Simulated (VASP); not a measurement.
Bi, 4 atoms in the cell. It takes space group P6_3/mmc (No. 194, hexagonal). The conventional cell has a = 3.559 Å, b = 3.559 Å, c = 12.041 Å, α = 90.00°, β = 90.00°, γ = 120.00°. Bi (site symmetry -3m) has 12 Bi at 3.56 to 3.64 Å within 4.7 Å. Bi (site symmetry -6m2) has 12 Bi at 3.56 to 3.64 Å within 4.7 Å. This isn't the form of Bi at room conditions, which is rhombohedral.

| Quantity | Value |
| --- | --- |
| Program | VASP 6.6.1 |
| Task | single point |
| Functional | BLYP |
| Potentials or basis | VASP PAW PBE potentials, release 64 (Bi_d) |
| Cutoff | 500 eV |
| k mesh | 11 × 11 × 3 |
| Occupations | fermi-dirac, width 0.1 eV |
| Spin | no spin polarisation |
| Dipole correction | no |
| Further INCAR settings | ALGO = Normal; EDIFF = 1e-06; NBANDS = 38 |

Potentials or basis: VASP PAW PBE potentials, release 64 (Bi_d).

Command:

```sh
$ cat potpaw_PBE.64/Bi_d/POTCAR > POTCAR
$ mpirun -np 1 vasp_std > vasp.out
```

Hardware: 1 thread of Intel(R) Xeon(R) Platinum 8259CL CPU @ 2.50GHz (Skylake/Cascade Lake) (shared host).

**Question.** How long does it take, and how much memory?

**Answer.** It took 2.7 min on 1 thread of Intel(R) Xeon(R) Platinum 8259CL CPU @ 2.50GHz (Skylake/Cascade Lake), on a shared host, peak memory 0.29 GiB. Counts: scf iterations 11, k points 32.
